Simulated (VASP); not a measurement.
Input of a VASP 6.6.1 run:

INCAR

```
SYSTEM = ErSc2Sb3
ALGO = Normal
EDIFF = 1E-6
ENCUT = 500
GGA = PE
GGA_COMPAT = .False.
ISIF = 2
ISMEAR = 0
LASPH = .True.
LCHARG = .False.
LMAXMIX = 6
LREAL = .False.
LWAVE = .False.
NBANDS = 32
NELM = 200
PREC = Accurate
SIGMA = 0.2
```

Contents of KPOINTS:

```
k-points
0
Gamma
  3 3 3
  0 0 0
```

Contents of POSCAR:

```
ErSc2Sb3
1.0
    5.7029462837      0.0000000000      0.0000000000
    0.0000000000      5.7029462837      0.0000000000
    0.0000000000      0.0000000000      8.5716593406
Er Sc Sb
1 2 3
Direct
    0.0000000000      0.0000000000      0.0000000000
    0.0000000000      0.0000000000      0.6518092417
    0.0000000000      0.0000000000      0.3481907583
    0.5000000000      0.0000000000      0.5000000000
    0.0000000000      0.5000000000      0.5000000000
    0.5000000000      0.5000000000      0.5000000000
```

Potentials or basis: VASP PAW PBE potentials, release 64 (Er_3, Sc_sv, Sb), 4f in core.

The run is started by

```bash
$ cat potpaw_PBE.64/Er_3/POTCAR potpaw_PBE.64/Sc_sv/POTCAR potpaw_PBE.64/Sb/POTCAR > POTCAR
$ mpirun -np 1 vasp_std > vasp.out
```

Q: Estimate the largest force.

A: 0.024 eV/Å.

Q: What does it give for the band gap on the k mesh?

A: Zero (bands 23 and 24 overlap by 0.42 eV).

Q: Predict the pressure.

A: 0.5 GPa.

Forces in eV/Å, atoms in the order of the input:
```
Er   0.000  0.000  0.000
Sc   0.000  0.000  0.024
Sc   0.000  0.000 -0.024
Sb   0.000  0.000  0.000
Sb   0.000  0.000  0.000
Sb   0.000  0.000  0.000
```

Caveat: the k points lie up to 0.37 Å⁻¹ apart; spin-orbit coupling is left out, which moves the levels of the heavy elements; the 4f electrons are frozen in the core, so they carry no moment and show no levels. Spin polarisation is off, so any magnetic state and its effect on volume and gap are missing.
